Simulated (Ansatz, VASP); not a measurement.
One calculation of Sc, two programs

```
CELL_PARAMETERS angstrom
3.15538 0.00000 0.00000
-1.57769 2.73264 0.00000
0.00000 0.00000 2.94831
ATOMIC_POSITIONS crystal
Sc 0.00000 0.00000 0.00000
```

Alike in both runs: task single point; functional PBEsol; k mesh 6 × 6 × 6; occupations gaussian, width 0.1 eV; no spin polarisation.

|  | VASP | Ansatz |
| --- | --- | --- |
| version | VASP 6.6.1 | Ansatz 0.2.0 |
| potentials or method | VASP PAW PBE potentials, release 64 (Sc_sv), cutoff 520 eV | scalar-relativistic, plane waves, PAW |
| valence electrons in the cell | 11 | 11 |

```tsv
	VASP	Ansatz	Ansatz less VASP
gap on the k mesh at the Fermi level (eV)	none	none	-
pressure (GPa)	-2.8	-2.8	0.00
traceless stress, the component that is largest in VASP (GPa)	-0.71	-0.70	+0.003
```

VASP's potentials were made for PBE, not for PBEsol. A gap of «none» marks a metal or a gap that the smearing closes. The functional is the same, so the differences come from potentials, cutoffs and numerics.

The k mesh is coarse, so the values compare programs but aren't converged.
